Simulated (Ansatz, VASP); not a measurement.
**Fe in VASP and in Ansatz**

```
CELL_PARAMETERS angstrom
-1.34982 1.34982 1.34982
1.34982 -1.34982 1.34982
1.34982 1.34982 -1.34982
ATOMIC_POSITIONS crystal
Fe 0.00000 0.00000 0.00000
```

Alike in both runs: task single point; functional LDA; k mesh 16 × 16 × 16; occupations gaussian, width 0.03 eV; no spin polarisation.

|  | VASP | Ansatz |
| --- | --- | --- |
| version | VASP 6.6.1 | Ansatz 0.2.0 |
| potentials or method | VASP PAW LDA potentials, release 64 (Fe), cutoff 600 eV | plane waves (420 eV) with PAW, scalar-relativistic |
| valence electrons in the cell | 8 | 16 |

|  | VASP | Ansatz | Ansatz less VASP |
| --- | --- | --- | --- |
| pressure (GPa) | -1.5 | -1.1 | +0.37 |

Ansatz warns that its potentials were made for another functional, while VASP's fit it. LDA's correlation is that of Perdew and Zunger in VASP and of Perdew and Wang (1992) in Ansatz. VASP's potentials hold 8 valence electrons a cell and Ansatz's 16, so a difference there can come from the potentials and not from the codes.
